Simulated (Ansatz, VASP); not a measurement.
# One calculation of SiNi3, two programs

The input INCAR:

```
SYSTEM = SiNi3
PREC = Accurate
ENCUT = 520
EDIFF = 1E-6
ISMEAR = -1
SIGMA = 0.05
LREAL = .FALSE.
LASPH = .TRUE.
NELM = 150
ALGO = Normal
ISIF = 2
LWAVE = .FALSE.
LCHARG = .FALSE.
ISPIN = 2
MAGMOM = 1 1 1 0
LORBIT = 11
LMAXMIX = 4
GGA = PE
NBANDS = 29
```

KPOINTS

```
Automatic mesh
0
G
  8 8 8
  0 0 0
```

File POSCAR:

```
SiNi3
1.0
    3.5420000000      0.0000000000      0.0000000000
    0.0000000000      3.5420000000      0.0000000000
    0.0000000000      0.0000000000      3.5420000000
Ni Si
3 1
Direct
    0.5000000000      0.5000000000      0.0000000000
    0.5000000000      0.0000000000      0.5000000000
    0.0000000000      0.5000000000      0.5000000000
    0.0000000000      0.0000000000      0.0000000000
```

File input.yaml:

```yaml
crystal:
  lattice:
    - [3.542, 0.0, 0.0]
    - [0.0, 3.542, 0.0]
    - [0.0, 0.0, 3.542]
  atoms:
    - { symbol: Ni, position: [0.5, 0.5, 0.0], spin: 1.0 }
    - { symbol: Ni, position: [0.5, 0.0, 0.5], spin: 1.0 }
    - { symbol: Ni, position: [0.0, 0.5, 0.5], spin: 1.0 }
    - { symbol: Si, position: [0.0, 0.0, 0.0] }
kpoints:
  mp_grid: { grid: [8, 8, 8] }
scf:
  occupations: { method: fermi_dirac, width: 0.05 }
hamiltonian:
  xc: pbe
  pseudopotentials: { kind: all_electron, lapw: { basis_error: 0.001 } }
magnetization:
  spin_polarized: true
output:
  forces: true
  stress: true
  eigenvalues: true
```

Alike in both runs: task single point; functional PBE; k mesh 8 × 8 × 8; occupations fermi-dirac, width 0.05 eV; collinear spin.

|  | VASP | Ansatz |
| --- | --- | --- |
| version | VASP 6.6.1 | Ansatz 0.2.0 |
| potentials or method | VASP PAW PBE potentials, release 64 (Ni, Si), cutoff 520 eV | all-electron LAPW, scalar-relativistic |

```tsv
	VASP	Ansatz	Ansatz less VASP
gap on the k mesh at the Fermi level (eV)	none	none	-
pressure (GPa)	-5.9	-6.0	-0.10
net moment per atom (μB)	0.00	0.00	0.000
```

A gap of «none» marks a metal or a gap that the smearing closes. Ansatz ran all-electron here, and VASP with PAW potentials.
